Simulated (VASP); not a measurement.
Be, 1 atom in the cell. Symmetry: Im-3m, No. 229, cubic system. The conventional cell has a = 2.398 Å, b = 2.398 Å, c = 2.398 Å, α = 90.00°, β = 90.00°, γ = 90.00°. Be (site symmetry m-3m) has 14 Be at 2.08 to 2.40 Å within 2.7 Å.  This cell differs from its parent crystal: volume scaled by 0.88.

| Property | Result |
| --- | --- |
| Program | VASP 6.6.1 |
| Task | single point |
| Functional | BLYP |
| Potentials or basis | VASP PAW PBE potentials, release 64 (Be) |
| Cutoff | 520 eV |
| k mesh | 20 × 20 × 20 |
| Occupations | fermi-dirac, width 0.1 eV |
| Spin | no spin polarisation |
| Dipole correction | no |
| Further INCAR settings | ALGO = Normal; EDIFF = 1e-06; NBANDS = 7 |

Potentials or basis: VASP PAW PBE potentials, release 64 (Be).

Launch:

```console
$ cat potpaw_PBE.64/Be/POTCAR > POTCAR
$ mpirun -np 1 vasp_std > vasp.out
```

Hardware: 1 thread of Intel(R) Xeon(R) 6975P-C (Granite Rapids), on a shared host.

Problem. How long does it take, and how much memory?

Solution. It took 3.4 s on 1 thread of Intel(R) Xeon(R) 6975P-C (Granite Rapids), with other jobs on the host, peak memory 0.11 GiB. Counts: scf iterations 10, k points 256.
